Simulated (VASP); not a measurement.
# Pb4F (P4/mmm) in VASP: notebook, part 2 of 2

VASP 6.6.1. Earlier steps stand in the parts before.

## 3. Single point, PBE

File INCAR:

```
SYSTEM = Pb4F
ALGO = Normal
EDIFF = 1E-6
ENCUT = 520
GGA = PE
ISIF = 2
ISMEAR = 0
LASPH = .True.
LCHARG = .True.
LELF = .True.
LREAL = .False.
LVHAR = .True.
LWAVE = .False.
NBANDS = 40
NELM = 60
PREC = Accurate
SIGMA = 0.1
```

File KPOINTS:

```
k-points
0
Gamma
  4 4 4
  0 0 0
```

File POSCAR:

```
Pb4F
1.0
    4.7536873815      0.0000000000      0.0000000000
    0.0000000000      4.7536873815      0.0000000000
    0.0000000000      0.0000000000      6.4678276060
Pb F
4 1
Direct
    0.5000000000      0.0000000000      0.2527755511
    0.0000000000      0.5000000000      0.7472244489
    0.5000000000      0.0000000000      0.7472244489
    0.0000000000      0.5000000000      0.2527755511
    0.0000000000      0.0000000000      0.0000000000
```

Potentials or basis: VASP PAW PBE potentials, release 64 (Pb_d, F).

The run is started by

```console
$ cat potpaw_PBE.64/Pb_d/POTCAR potpaw_PBE.64/F/POTCAR > POTCAR
$ mpirun -np 1 vasp_std > vasp.out
```

OUTCAR:

```text
SYSTEM = Pb4F
   EDIFF = 1E-6
   ENCUT = 520
   GGA = PE
   ISIF = 2
   ISMEAR = 0
   LASPH = .True.
   LREAL = .False.
   NELM = 60
   PREC = Accurate

 ion  position               nearest neighbor table
   1  0.500  0.000  0.253-   5 2.88   5 2.88   3 3.20   3 3.27   4 3.36   4 3.36   4 3.36   4 3.36

   2  0.000  0.500  0.747-   5 2.88   5 2.88   4 3.20   4 3.27   3 3.36   3 3.36   3 3.36   3 3.36

   3  0.500  0.000  0.747-   5 2.88   5 2.88   1 3.20   1 3.27   2 3.36   2 3.36   2 3.36   2 3.36

   4  0.000  0.500  0.253-   5 2.88   5 2.88   2 3.20   2 3.27   1 3.36   1 3.36   1 3.36   1 3.36

   5  0.000  0.000  0.000-   1 2.88   2 2.88   3 2.88   4 2.88   2 2.88   4 2.88   1 2.88   3 2.88

  LATTYP: Found a simple tetragonal cell.
 ALAT       =     4.7536873815
 C/A-ratio  =     1.3605917022

  Lattice vectors:

 A1 = (   4.7536873815,   0.0000000000,   0.0000000000)
 A2 = (   0.0000000000,   4.7536873815,   0.0000000000)
 A3 = (   0.0000000000,   0.0000000000,   6.4678276060)

Analysis of symmetry for initial positions (statically):
=====================================================================
 Subroutine PRICEL returns:
 Original cell was already a primitive cell.

 Routine SETGRP: Setting up the symmetry group for a
 simple tetragonal supercell.

 Subroutine GETGRP returns: Found 16 space group operations
 (whereof 16 operations were pure point group operations)
 out of a pool of 16 trial point group operations.

The static configuration has the point symmetry D_4h.

Analysis of symmetry for dynamics (positions and initial velocities):
=====================================================================
 Subroutine PRICEL returns:
 Original cell was already a primitive cell.

 Routine SETGRP: Setting up the symmetry group for a
 simple tetragonal supercell.

 Subroutine GETGRP returns: Found 16 space group operations
 (whereof 16 operations were pure point group operations)
[... 120 lines left out ...]
     AMIX     =   0.40;   BMIX     =  1.00
     AMIX_MAG =   1.60;   BMIX_MAG =  1.00
  volume/ion in A,a.u.               =      29.23       197.26
  Fermi-wavevector in a.u.,A,eV,Ry     =   1.236655  2.336939 20.807592  1.529315
  Thomas-Fermi vector in A             =   2.371254
   LORBIT       =      0    0 simple, 1 ext, 2 COOP (PROOUT), +10 PAW based schemes
   GGA     = PE    functional components
   LHFCALC =     F    Hartree Fock is set to
   AEXX    =    0.0000 exact exchange contribution
   IVDW    =     0    specifies the selected vdW correction
   LEPSILON=     F    determine dielectric tensor
   LRPA    =     F    only Hartree local field effects (RPA)
 non-spin polarized calculation
 Gauss-broadening in eV      SIGMA  =   0.10
  energy-cutoff  :      520.00
  volume of cell :      146.16
 maximum number of plane-waves:      3984
 NGX is ok and might be reduce to    36
   NGX = 17   NGY = 17   NGZ = 25

 number of electron      62.9999989 magnetization

 Free energy of the ion-electron system (eV)
  ---------------------------------------------------
  ext. energy  EPLUGINS =         0.00000000
  ---------------------------------------------------
  free energy    TOTEN  =       -17.57818641 eV

  energy without entropy =      -17.56693781  energy(sigma->0) =      -17.57256211

 E-fermi :   5.6184     XC(G=0):  -9.5526

 val. band max:        5.6082022695   @ k =   0.0000   0.0000   0.5000
 cond. band min:       5.6799935746   @ k =   0.5000   0.0000   0.0000
 fundamental gap:      0.0717913051
 Fermi energy:         5.6183572348

 k-point     1 :       0.0000    0.0000    0.0000
  band No.  band energies     occupation
      1     -17.1528      2.00000
      2     -11.7411      2.00000
      3     -11.7013      2.00000
      4     -11.6721      2.00000
      5     -11.5822      2.00000
      6     -11.5292      2.00000
[... 763 lines left out ...]
     39      12.5145      0.00000
     40      12.5567      0.00000

------------------------ aborting loop because EDIFF is reached ----------------------------------------

  FORCE on cell =-STRESS in cart. coord.  units (eV):
  Direction    XX          YY          ZZ          XY          YZ          ZX
  --------------------------------------------------------------------------------------
  -------------------------------------------------------------------------------------
  Total        0.0048887      0.0048887     -0.1281638      0.0000000      0.0000000      0.0000000
  in kB        0.0535905      0.0535905     -1.4049347      0.0000000      0.0000000      0.0000000
  external PRESSURE =      -0.4325846 kB  Pullay stress =       0.0000000 kB

 VOLUME and BASIS-vectors are now :
 -----------------------------------------------------------------------------
  energy-cutoff  :      520.00
  volume of cell :      146.16
      direct lattice vectors                 reciprocal lattice vectors
     4.753687381  0.000000000  0.000000000     0.210363013  0.000000000  0.000000000
     0.000000000  4.753687381  0.000000000     0.000000000  0.210363013  0.000000000
     0.000000000  0.000000000  6.467827606     0.000000000  0.000000000  0.154611418

 POSITION                                       TOTAL-FORCE (eV/Angst)
 -----------------------------------------------------------------------------------
      2.37684      0.00000      1.63491         0.000000      0.000000     -0.001491
      0.00000      2.37684      4.83292         0.000000     -0.000000      0.001491
      2.37684      0.00000      4.83292         0.000000      0.000000      0.001491
      0.00000      2.37684      1.63491         0.000000     -0.000000     -0.001491
      0.00000      0.00000      0.00000         0.000000     -0.000000      0.000000
 -----------------------------------------------------------------------------------
    total drift:                                0.000000      0.000000      0.000000

  FREE ENERGIE OF THE ION-ELECTRON SYSTEM (eV)
  ---------------------------------------------------
  free  energy   TOTEN  =       -17.5781864065 eV

  energy  without entropy=      -17.5669378052  energy(sigma->0) =      -17.57256211
```

OSZICAR:

```text
N       E                     dE             d eps       ncg     rms          rms(c)
DAV:   1     0.774857591798E+03    0.77486E+03   -0.30010E+04  1440   0.182E+03
DAV:   2     0.749664181653E+02   -0.69989E+03   -0.67798E+03  1464   0.507E+02
DAV:   3    -0.148107170523E+02   -0.89777E+02   -0.86531E+02  1840   0.212E+02
DAV:   4    -0.188300703119E+02   -0.40194E+01   -0.40136E+01  1696   0.504E+01
DAV:   5    -0.189652051811E+02   -0.13513E+00   -0.13513E+00  1848   0.884E+00    0.634E+00
DAV:   6    -0.175403911077E+02    0.14248E+01   -0.50898E+00  1928   0.139E+01    0.215E+00
DAV:   7    -0.176103317809E+02   -0.69941E-01   -0.13139E+00  1576   0.426E+00    0.164E+00
DAV:   8    -0.176133929127E+02   -0.30611E-02   -0.48907E-01  1760   0.275E+00    0.139E+00
DAV:   9    -0.175781467933E+02    0.35246E-01   -0.19725E-01  1952   0.201E+00    0.272E-01
DAV:  10    -0.175785603264E+02   -0.41353E-03   -0.23447E-02  1760   0.844E-01    0.151E-01
DAV:  11    -0.175781656446E+02    0.39468E-03   -0.29431E-03  1880   0.259E-01    0.330E-02
DAV:  12    -0.175781869841E+02   -0.21340E-04   -0.46384E-04  1720   0.932E-02    0.140E-02
DAV:  13    -0.175781864415E+02    0.54254E-06   -0.25742E-05  1968   0.256E-02    0.438E-03
DAV:  14    -0.175781864065E+02    0.35075E-07   -0.27034E-06  1288   0.860E-03
   1 F= -.17578186E+02 E0= -.17572562E+02  d E =-.112486E-01
```

Run time: 2.1 min. Hardware: 1 thread of Oxide Virtual Turin-like, shared host; peak memory 0.23 GiB.

Results:

| Item | Value |
| --- | --- |
| Free energy | -17.5782 eV |
| Pressure | 0.0 GPa |

Caveat: spin-orbit coupling is left out, which moves the levels of the heavy elements; an odd number of electrons without spin polarisation forces a metal; a magnetic or distorted state may lie lower.

## 4. Relaxation of cell and atoms, PBE

This run uses another cell than the first one, of 22.20 Å³/atom, 0.760 times its volume.

File INCAR:

```
PREC = Accurate
ENCUT = 600
EDIFF = 1E-6
ISMEAR = 0
SIGMA = 0.1
LREAL = F
LASPH = T
NELM = 60
ALGO = Normal
ISIF = 3
LWAVE = F
LCHARG = F
GGA = PE
IBRION = 2
NSW = 90
EDIFFG = -0.04
```

File KPOINTS:

```
regular mesh
0
Gamma
  4 4 4
```

File POSCAR:

```
Pb4F
1.0
    4.2818209000      0.0000000000      0.0000000000
    0.0000000000      4.2818209000      0.0000000000
    0.0000000000      0.0000000000      6.0554091900
Pb F
4 1
Direct
    0.5000000000      0.0000000000      0.2500000000
    0.0000000000      0.5000000000      0.7500000000
    0.5000000000      0.0000000000      0.7500000000
    0.0000000000      0.5000000000      0.2500000000
    0.0000000000      0.0000000000      0.0000000000
```

Potentials or basis: VASP PAW PBE potentials, release 64 (Pb_d, F).

The run is started by

```console
$ cat potpaw_PBE.64/Pb_d/POTCAR potpaw_PBE.64/F/POTCAR > POTCAR
$ mpirun -np 1 vasp_std > vasp.out
```

OUTCAR:

```text
PREC = Accurate
   ENCUT = 600
   EDIFF = 1E-6
   ISMEAR = 0
   LREAL = F
   LASPH = T
   NELM = 60
   ISIF = 3
   GGA = PE
   IBRION = 2
   NSW = 90
   EDIFFG = -0.04

 ion  position               nearest neighbor table
   1  0.500  0.000  0.250-   5 2.62   5 2.62   4 3.03   4 3.03   4 3.03   4 3.03   3 3.03   3 3.03

   2  0.000  0.500  0.750-   5 2.62   5 2.62   3 3.03   3 3.03   3 3.03   3 3.03   4 3.03   4 3.03

   3  0.500  0.000  0.750-   5 2.62   5 2.62   2 3.03   2 3.03   2 3.03   2 3.03   1 3.03   1 3.03

   4  0.000  0.500  0.250-   5 2.62   5 2.62   1 3.03   1 3.03   1 3.03   1 3.03   2 3.03   2 3.03

   5  0.000  0.000  0.000-   1 2.62   2 2.62   3 2.62   4 2.62   2 2.62   4 2.62   1 2.62   3 2.62

  LATTYP: Found a simple tetragonal cell.
 ALAT       =     4.2818209000
 C/A-ratio  =     1.4142135627

  Lattice vectors:

 A1 = (   4.2818209000,   0.0000000000,   0.0000000000)
 A2 = (   0.0000000000,   4.2818209000,   0.0000000000)
 A3 = (   0.0000000000,   0.0000000000,   6.0554091900)

Analysis of symmetry for initial positions (statically):
=====================================================================
 Subroutine PRICEL returns:
 Original cell was already a primitive cell.

 Routine SETGRP: Setting up the symmetry group for a
 simple tetragonal supercell.

 Subroutine GETGRP returns: Found 16 space group operations
 (whereof 16 operations were pure point group operations)
 out of a pool of 16 trial point group operations.

The static configuration has the point symmetry D_4h.

Analysis of symmetry for dynamics (positions and initial velocities):
=====================================================================
 Subroutine PRICEL returns:
 Original cell was already a primitive cell.

 Routine SETGRP: Setting up the symmetry group for a
 simple tetragonal supercell.

 Subroutine GETGRP returns: Found 16 space group operations
 (whereof 16 operations were pure point group operations)
[... 91 lines left out ...]
 SYSTEM =  unknown system
   PREC   = accura    normal or accurate (medium, high low for compatibility)
   ISTART =      0    job   : 0-new  1-cont  2-samecut
   ICHARG =      2    charge: 1-file 2-atom 10-const
   ISPIN  =      1    spin polarized calculation?
   LNONCOLLINEAR =      F non collinear calculations
   LSORBIT =      F    spin-orbit coupling
   LASPH  =      T    aspherical Exc in radial PAW
   ENCUT  =  600.0 eV  44.10 Ry    6.64 a.u.   8.55  8.55 12.09*2*pi/ulx,y,z
   NELM   =     60;   NELMIN=  2; NELMDL= -5     # of ELM steps
   EDIFF  = 0.1E-05   stopping-criterion for ELM
   LREAL  =      F    real-space projection
   EDIFFG = -.4E-01   stopping-criterion for IOM
   NSW    =     90    number of steps for IOM
   IBRION =      2    ionic relax: 0-MD 1-quasi-New 2-CG
   NFREE  =      1    steps in history (QN), initial steepest desc. (CG)
   ISIF   =      3    stress and relaxation
   ISYM   =      2    0-nonsym 1-usesym 2-fastsym
   POTIM  = 0.5000    time-step for ionic-motion
   TEBEG  =    0.0;   TEEND  =   0.0 temperature during run
   PSTRESS=    0.0 pullay stress
   NELECT =      63.0000    total number of electrons
   NUPDOWN=      -1.0000    fix difference up-down
   EMIN   =  10.00;   EMAX   =-10.00  energy-range for DOS
   EFERMI =   0.00;   METHOD = LEGACY
   ISMEAR =     0;   SIGMA  =   0.10  broadening in eV -4-tet -1-fermi 0-gaus
   EFERMI_NEDOS =   21; number of points for ismear=-14 and -15
   IALGO  =     38    algorithm
   IMIX   =      4    mixing-type and parameters
     AMIX     =   0.40;   BMIX     =  1.00
     AMIX_MAG =   1.60;   BMIX_MAG =  1.00
  volume/ion in A,a.u.               =      22.20       149.84
  Fermi-wavevector in a.u.,A,eV,Ry     =   1.355361  2.561260 24.993934  1.837002
  Thomas-Fermi vector in A             =   2.482455
   LORBIT       =      0    0 simple, 1 ext, 2 COOP (PROOUT), +10 PAW based schemes
   GGA     = PE    functional components
   LHFCALC =     F    Hartree Fock is set to
   AEXX    =    0.0000 exact exchange contribution
   IVDW    =     0    specifies the selected vdW correction
   LEPSILON=     F    determine dielectric tensor
   LRPA    =     F    only Hartree local field effects (RPA)
 conjugate gradient relaxation of ions
 non-spin polarized calculation
 Gauss-broadening in eV      SIGMA  =   0.10
  energy-cutoff  :      600.00
  volume of cell :      111.02
 maximum number of plane-waves:      3752
 NGX is ok and might be reduce to    36
   NGX = 17   NGY = 17   NGZ = 25

--------------------------------------- Ionic step        1  -------------------------------------------

 number of electron      63.0000018 magnetization

 Free energy of the ion-electron system (eV)
  ---------------------------------------------------
  ext. energy  EPLUGINS =         0.00000000
  ---------------------------------------------------
  free energy    TOTEN  =       -15.78912452 eV

  energy without entropy =      -15.77905499  energy(sigma->0) =      -15.78408976

 E-fermi :   8.7730     XC(G=0): -10.9051

 val. band max:        8.7557668429   @ k =   0.0000   0.0000   0.0000
 cond. band min:       8.7919604134   @ k =   0.5000   0.5000   0.2500
 fundamental gap:      0.0361935704
 Fermi energy:         8.7730443120
[... 1678 lines left out ...]
--------------------------------------- Ionic step        7  -------------------------------------------

 number of electron      62.9999985 magnetization

 Free energy of the ion-electron system (eV)
  ---------------------------------------------------
  ext. energy  EPLUGINS =         0.00000000
  ---------------------------------------------------
  free energy    TOTEN  =       -17.55480601 eV

  energy without entropy =      -17.54346597  energy(sigma->0) =      -17.54913599

 E-fermi :   5.6306     XC(G=0):  -9.5594

 val. band max:        5.6296395098   @ k =   0.0000   0.0000   0.5000
 cond. band min:       5.6874708182   @ k =   0.5000   0.0000   0.0000
 fundamental gap:      0.0578313084
 Fermi energy:         5.6306469062
[... 750 lines left out ...]
  FREE ENERGIE OF THE ION-ELECTRON SYSTEM (eV)
  ---------------------------------------------------
  free  energy   TOTEN  =       -17.5548060074 eV

  energy  without entropy=      -17.5434659718  energy(sigma->0) =      -17.54913599

 reached required accuracy - stopping structural energy minimisation
```

CONTCAR:

```text
Pb4F
   1.00000000000000
     4.7531348351425544    0.0000000000000000   -0.0000000000000000
     0.0000000000000000    4.7531348351425544    0.0000000000000000
     0.0000000000000000    0.0000000000000000    6.4600790298243504
  Pb              F
     4     1
Direct
     0.5000000000000000    1.0000000000000000    0.2534663956628567
     0.0000000000000000    0.5000000000000000    0.7465336043371433
     0.5000000000000000    0.0000000000000000    0.7465336043371433
     0.0000000000000000    0.5000000000000000    0.2534663956628567
     1.0000000000000000    0.0000000000000000    1.0000000000000000

  0.00000000E+00  0.00000000E+00  0.00000000E+00
  0.00000000E+00  0.00000000E+00  0.00000000E+00
  0.00000000E+00  0.00000000E+00  0.00000000E+00
  0.00000000E+00  0.00000000E+00  0.00000000E+00
  0.00000000E+00  0.00000000E+00  0.00000000E+00
```

Run time: 11 min. Hardware: 1 thread of Oxide Virtual Turin-like, shared host; peak memory 0.25 GiB.

Results:

| Property | Result |
| --- | --- |
| Free energy | -17.5548 eV |
| Relaxed volume | 29.19 Å³/atom |
| Relaxed cell | a = 4.753 Å, b = 4.753 Å, c = 6.460 Å, α = 90.00°, β = 90.00°, γ = 90.00° |
| Space group after relaxing (to 0.05 Å) | P4/mmm (No. 123) |
| Energy gained by relaxing | 353.1 meV/atom |
| Ionic steps | 7 |
| Pressure after relaxing | 0.0 GPa |
| Largest force after relaxing | 0.036 eV/Å |

Forces on the atoms (eV/Å):
```
Pb   0.000  0.000 -0.036
Pb   0.000  0.000  0.036
Pb   0.000  0.000  0.036
Pb   0.000  0.000 -0.036
F    0.000  0.000  0.000
```

The path:
| step | energy change (eV) | largest force (eV/Å) | pressure (GPa) | volume (Å³) |
| --- | --- | --- | --- | --- |
| 1 | 0.0000 | 0.6147 | 20.82 | 111.02 |
| 2 | -1.5128 | 0.0520 | -3.68 | 164.13 |
| 3 | -1.7485 | 0.0309 | 0.20 | 144.71 |
| 4 | -1.7492 | 0.0236 | -0.07 | 145.72 |
| 5 | -1.7579 | 0.0092 | -0.04 | 145.69 |
| 6 | -1.7650 | 0.0587 | 0.07 | 145.60 |
| 7 | -1.7657 | 0.0361 | -0.02 | 145.95 |

Final structure:
```
CELL_PARAMETERS angstrom
4.75313 0.00000 0.00000
0.00000 4.75313 0.00000
0.00000 0.00000 6.46008
ATOMIC_POSITIONS crystal
Pb 0.50000 0.00000 0.25347
Pb 0.00000 0.50000 0.74653
Pb 0.50000 0.00000 0.74653
Pb 0.00000 0.50000 0.25347
F 0.00000 0.00000 0.00000
```

Caveat: the k points lie up to 0.33 Å⁻¹ apart in the final cell; the volume moved by over 15 % at a fixed basis, so the end points are rough; spin-orbit coupling is left out, which moves the levels of the heavy elements; an odd number of electrons without spin polarisation forces a metal; a magnetic or distorted state may lie lower.

## 5. Summary

```tsv
task	cell	k mesh	cutoff (eV)	gap on the mesh (eV)	pressure (GPa)	relaxed volume (Å³/atom)
relaxation of cell and atoms	relaxed from a = 4.754, b = 4.754, c = 6.468 Å, 5 atoms	8 × 8 × 6	600	none	0.0	29.29
single point	a = 4.754, b = 4.754, c = 6.468 Å, 5 atoms	4 × 4 × 4	520	none	0.0	-
relaxation of cell and atoms	relaxed from a = 4.282, b = 4.282, c = 6.055 Å, 5 atoms	4 × 4 × 4	600	none	0.0	29.19
```

Alike in all rows: level PBE; potentials or basis VASP PAW PBE potentials, release 64 (Pb_d, F); no spin polarisation; smearing gaussian 0.1 eV.

Caveats: some runs use coarse meshes; spin-orbit coupling is left out, which moves the levels of the heavy elements; an odd number of electrons without spin polarisation forces a metal; a magnetic or distorted state may lie lower; the volume moved by over 15 % at a fixed basis, so the end points are rough (some runs).

Absolute energies hang on the potentials; compare differences alone.
